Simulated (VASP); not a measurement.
## EuO (base): relaxation of cell and atoms with PBE

EuO (base):

```xyz
2
Lattice="0.0000 2.5720 2.5720 2.5720 0.0000 2.5720 2.5720 2.5720 0.0000" Properties=species:S:1:pos:R:3 pbc="T T T"
Eu    0.0000    0.0000    0.0000
O     2.5720    2.5720    2.5720
```

| Property | Result |
| --- | --- |
| Program | VASP 6.6.1 |
| Task | relaxation of cell and atoms |
| Functional | PBE |
| Potentials or basis | VASP PAW PBE potentials, release 64 (Eu, O) |
| Cutoff | 600 eV |
| k mesh | 14 × 14 × 14 |
| Occupations | gaussian, width 0.1 eV |
| Spin | collinear spin, ferromagnetic start |
| Starting moments | [7.28, 0.0] μB |
| Dipole correction | no |
| Further INCAR settings | ALGO = Normal; EDIFF = 1e-07; IBRION = 2; EDIFFG = -0.002; NSW = 100; ISIF = 3 |

```
Relaxed volume                                        : 16.14 Å³/atom
Relaxed cell                                          : a = 3.574 Å, b = 3.574 Å, c = 3.574 Å, α = 60.00°, β = 60.00°, γ = 60.00°
Space group after relaxing (to 0.05 Å)                : Fm-3m (No. 225)
Energy gained by relaxing                             : 12.7 meV/atom
Ionic steps                                           : 3
Pressure after relaxing                               : 0.0 GPa
Net moment                                            : 6.94 μB per cell
Site moments                                          : Eu +6.57; O -0.10 μB
Valence electrons inside the program's atomic spheres : Eu 14.83; O 4.96
```

The path:
| step | energy change (eV) | largest force (eV/Å) | pressure (GPa) | volume (Å³) |
| --- | --- | --- | --- | --- |
| 1 | 0.0000 | 0.0000 | -4.43 | 34.03 |
| 2 | -0.0228 | 0.0000 | 1.68 | 31.76 |
| 3 | -0.0255 | 0.0000 | 0.02 | 32.29 |

Final structure:
```cif
data_structure
_symmetry_space_group_name_H-M 'P 1'
_symmetry_Int_Tables_number 1
_cell_length_a 3.5742
_cell_length_b 3.5742
_cell_length_c 3.5742
_cell_angle_alpha 60.000
_cell_angle_beta 60.000
_cell_angle_gamma 60.000
_cell_volume 32.29
loop_
_atom_site_label
_atom_site_type_symbol
_atom_site_fract_x
_atom_site_fract_y
_atom_site_fract_z
_atom_site_occupancy
Eu1 Eu 0.00000 0.00000 0.00000 1
O1 O 0.50000 0.50000 0.50000 1
```

Levels at points of the mesh, in eV from the Fermi level:
Spin up:
| k point | band 11 | band 12 | band 13 | band 14 | band 15 | band 16 | band 17 | band 18 | band 19 |
| --- | --- | --- | --- | --- | --- | --- | --- | --- | --- |
| (0.00, 0.00, 0.00) | -0.27 | -0.27 | -0.18 | 0.07 | 0.07 | 0.07 | 1.60 | 1.60 | 1.60 |
| (0.50, 0.00, 0.00) | -0.54 | -0.31 | -0.31 | -0.29 | -0.26 | 2.32 | 4.51 | 4.51 | 5.05 |
| (0.50, 0.50, 0.00) | -0.43 | -0.40 | -0.40 | -0.32 | -0.05 | -0.05 | 3.66 | 5.93 | 6.87 |
Spin down:
| k point | band 5 | band 6 | band 7 | band 8 | band 9 | band 10 | band 11 | band 12 |
| --- | --- | --- | --- | --- | --- | --- | --- | --- |
| (0.00, 0.00, 0.00) | -17.56 | -3.94 | -3.94 | -3.94 | 0.92 | 2.71 | 2.71 | 2.71 |
| (0.50, 0.00, 0.00) | -16.30 | -6.01 | -5.09 | -5.09 | 3.14 | 3.65 | 4.08 | 4.08 |
| (0.50, 0.50, 0.00) | -18.05 | -3.86 | -3.84 | -3.84 | -0.40 | 4.13 | 4.21 | 4.35 |

Run time: 16 min on 1 thread of Intel(R) Xeon(R) Platinum 8259CL CPU @ 2.50GHz (Skylake/Cascade Lake), on a shared host, peak memory 0.32 GiB.

Caveat: spin-orbit coupling is left out, which moves the levels of the heavy elements; a cell with one magnetic atom can't hold antiferromagnetic order, which such compounds often take; without U or exact exchange the open f shell lies at the Fermi level, which spoils levels, moments and volumes. With open d or f shells a metallic result of PBE can be an artefact of self-interaction; +U or a hybrid may open a gap.
